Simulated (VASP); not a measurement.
The system is HfBi2O2.

```
Hf Bi O
1.0
     4.36045    0.00000    0.00000
    -2.18023    3.77626    0.00000
     0.00000    0.00000    7.31181
Hf Bi O
1 2 2
Direct
  0.00000 0.00000 0.00000
  0.00000 0.00000 0.65409
  0.00000 0.00000 0.34591
  0.33333 0.66667 0.00000
  0.66667 0.33333 0.00000
```

```yaml
Program: VASP 6.6.1
Task: relaxation of cell and atoms
Functional: PBE
Potentials_or_basis: VASP PAW PBE potentials, release 64 (Hf_pv, Bi_d, O)
Cutoff: 600 eV
k_mesh: 6 × 6 × 4
Occupations: gaussian, width 0.1 eV
Spin: no spin polarisation
```

At the start: pressure 10.5 GPa; volume 24.08 Å³/atom.

Where does the relaxation end?

Over 25 steps the energy falls by 1496.1 meV/atom and the volume is 22.69 Å³/atom (-5.8 %); space group P6/mmm (No. 191, to 0.05 Å).

The path:
```csv
step,energy change (eV),largest force (eV/Å),pressure (GPa),volume (Å³)
1,0.0000,7.3942,10.50,120.40
2,-6.4374,0.2232,-7.66,136.27
3,-5.5710,1.6573,-9.61,132.10
4,-6.3940,0.5221,-8.38,135.61
5,-6.2755,0.7975,12.17,111.25
6,-6.8316,0.6627,-0.90,123.18
7,-6.8319,0.6656,-0.71,122.92
8,-6.8967,0.7925,-0.40,121.28
9,-7.0675,1.1804,0.27,116.29
10,-6.9410,1.3568,3.78,106.04
11,-7.0838,1.4112,1.32,112.89
12,-7.1109,1.3810,1.30,112.59
13,-7.1896,1.2950,1.22,111.66
14,-7.3145,0.9373,1.36,109.81
15,-6.9971,1.8077,4.97,106.11
16,-7.3265,0.6969,1.64,109.21
17,-7.3285,0.4432,1.89,108.81
18,-7.3851,0.3857,1.55,109.64
19,-7.4665,0.3050,0.72,112.10
20,-7.4697,0.3022,0.60,112.61
21,-7.4698,0.3004,0.57,112.74
22,-7.4751,0.2380,0.00,113.38
23,-7.4769,0.1760,-0.52,114.00
24,-7.4794,0.1002,-0.28,113.74
25,-7.4805,0.0036,0.03,113.43
```

Final structure:
```
Hf Bi O
1.0
     3.71065    0.00000    0.00000
    -1.85533    3.21352    0.00000
     0.00000    0.00000    9.51248
Hf Bi O
1 2 2
Direct
  0.00000 0.00000 0.00000
  0.00000 0.00000 0.65967
  0.00000 0.00000 0.34033
  0.33333 0.66667 0.00000
  0.66667 0.33333 0.00000
```
